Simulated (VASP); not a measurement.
Here is a VASP 6.6.1 calculation.

File POSCAR:

```
Sn
1.0
   -2.9393142600      2.9393142600      1.6035139400
    2.9393142600     -2.9393142600      1.6035139400
    2.9393142600      2.9393142600     -1.6035139400
Sn
2
Direct
    0.0000000000      0.0000000000      0.0000000000
    0.7500000000      0.2500000000      0.5000000000
```

INCAR.step1

```
SYSTEM = Sn
ALGO = Normal
EDIFF = 1E-4
ENCUT = 600
GGA = PE
ISMEAR = -1
LASPH = .True.
LCHARG = .False.
LREAL = .False.
LWAVE = .True.
NELM = 80
PREC = Accurate
SIGMA = 0.134
```

Contents of INCAR.step2:

```
SYSTEM = Sn
ALGO = Normal
EDIFF = 1E-6
EDIFFG = -0.01
ENCUT = 600
IBRION = 2
ISIF = 3
ISMEAR = -1
ISTART = 1
LASPH = .True.
LCHARG = .False.
LMIXTAU = .True.
LREAL = .False.
LWAVE = .False.
METAGGA = R2SCAN
NELM = 80
NSW = 60
PREC = Accurate
SIGMA = 0.134
```

KPOINTS

```
k-points
0
Gamma
  6 6 6
  0 0 0
```

Potentials or basis: VASP PAW PBE potentials, release 64 (Sn_d).

Run with:

```console
$ cat potpaw_PBE.64/Sn_d/POTCAR > POTCAR
$ cp INCAR.step1 INCAR
$ mpirun -np 1 vasp_std > vasp.out
$ cp INCAR.step2 INCAR
$ mpirun -np 1 vasp_std > vasp.out
```

(1) What does it give for the relaxed volume?

(2) What does it give for the band gap on the k mesh?

(3) Estimate the space group after relaxing (to 0.1 Å).

(4) Predict the relaxed cell.

## Answers

(1) 27.60 Å³/atom.

(2) zero (bands 14 and 15 overlap by 3.78 eV).

(3) I4_1/amd (No. 141).

(4) a = 4.466 Å, b = 4.466 Å, c = 4.466 Å, α = 97.22°, β = 97.22°, γ = 138.48°.

Caveat: the k points lie up to 0.38 Å⁻¹ apart in the final cell, too coarse for converged energies and pressures of a metal; the PAW data sets were made with another functional, which shifts forces and pressure a little; spin-orbit coupling is left out, which moves the levels of the heavy elements.
